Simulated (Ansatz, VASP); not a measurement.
# CsAg2: VASP beside Ansatz

The input INCAR:

```
ALGO = Normal ; EDIFF = 1E-7
EDIFFG = -0.04 ; ENCUT = 600
GGA = PE ; IBRION = 2
ISIF = 3 ; ISMEAR = 0
LASPH = T ; LCHARG = F
LREAL = F ; LWAVE = F
NELM = 100 ; NSW = 90
PREC = Accurate ; SIGMA = 0.1
```

The input KPOINTS:

```
k-points
0
Gamma
  4 4 4
```

Contents of POSCAR:

```
CsAg2
1.0
    0.0000000000      4.4830754500      4.4830754500
    4.4830754500      0.0000000000      4.4830754500
    4.4830754500      4.4830754500      0.0000000000
Cs Ag
2 4
Direct
    0.7500000000      0.7500000000      0.7500000000
    0.0000000000      0.0000000000      0.0000000000
    0.3606280500      0.3606280500      0.3606280500
    0.3606280500      0.3606280500      0.9181158600
    0.3606280500      0.9181158600      0.3606280500
    0.9181158600      0.3606280500      0.3606280500
```

Input for Ansatz:

```yaml
crystal:
  lattice:
    - [0.0, 4.48307545, 4.48307545]
    - [4.48307545, 0.0, 4.48307545]
    - [4.48307545, 4.48307545, 0.0]
  atoms:
    - { symbol: Cs, position: [0.75, 0.75, 0.75] }
    - { symbol: Cs, position: [0.0, 0.0, 0.0] }
    - { symbol: Ag, position: [0.36062805, 0.36062805, 0.36062805] }
    - { symbol: Ag, position: [0.36062805, 0.36062805, 0.91811586] }
    - { symbol: Ag, position: [0.36062805, 0.91811586, 0.36062805] }
    - { symbol: Ag, position: [0.91811586, 0.36062805, 0.36062805] }
basis:
  ecutwfc: 420
kpoints:
  mp_grid: { grid: [4, 4, 4] }
hamiltonian:
  xc: pbe
scf:
  occupations: { method: gaussian, width: 0.1 }
  lower_state_search: "off"
output:
  forces: true
  stress: true
  eigenvalues: true
relax:
  adjacent_minimum: "off"
  f_tol: 0.04
  max_steps: 70
  cell: { stress_tol: 0.4 }
```

Alike in both runs: task relaxation of cell and atoms; functional PBE; k mesh 4 × 4 × 4; occupations gaussian, width 0.1 eV; no spin polarisation.

|  | VASP | Ansatz |
| --- | --- | --- |
| version | VASP 6.6.1 | Ansatz 0.2.0 |
| potentials or method | VASP PAW PBE potentials, release 64 (Cs_sv, Ag), cutoff 600 eV | scalar-relativistic, plane waves, PAW |
| valence electrons in the cell | 62 | 94 |

```tsv
	VASP	Ansatz	Ansatz less VASP
gap on the k mesh at the Fermi level, each at its own relaxed structure (eV)	none	none	-
relaxed volume (Å³/atom)	29.38	29.55	+0.165
relaxed cell length with the largest relative difference (Å)	6.294	6.305	+0.0117
```

A gap of «none» marks a metal or a gap that the smearing closes. VASP's potentials hold 62 valence electrons a cell and Ansatz's 94, so a difference there can come from the potentials and not from the codes.

Spin-orbit coupling is off throughout.
